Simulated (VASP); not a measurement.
**PbSe (Clausthalite): single point with RPBE**

PbSe (Clausthalite):

```
Pb Se
1.0
     0.00000    3.06065    3.06065
     3.06065    0.00000    3.06065
     3.06065    3.06065    0.00000
Pb Se
1 1
Direct
  0.00000 0.00000 0.00000
  0.50000 0.50000 0.50000
```

- Program: VASP 6.6.1
- Task: single point
- Functional: RPBE
- Potentials or basis: VASP PAW PBE potentials, release 64 (Pb_d, Se)
- Cutoff: 500 eV
- k mesh: 5 × 5 × 5
- Occupations: gaussian, width 0.01 eV
- Spin: no spin polarisation

```yaml
Pressure: 4.1 GPa
```

Levels at points of the mesh, in eV from the Fermi level:
```csv
k point,band 7,band 8,band 9,band 10,band 11,band 12,band 13,band 14
"(0.00, 0.00, 0.00)",-5.95,-1.58,-1.58,-1.58,5.07,5.07,5.07,6.86
```

It took 8.5 s on 1 thread of Intel(R) Xeon(R) Platinum 8375C CPU @ 2.90GHz (Ice Lake), with other jobs on the host, peak memory 0.17 GiB.

Caveat: this odd mesh misses L, where the gap lies, so gap, dielectric constants and Born charges aren't listed; the PAW data sets were made with another functional, which shifts forces and pressure a little; spin-orbit coupling is left out, which moves the levels of the heavy elements.
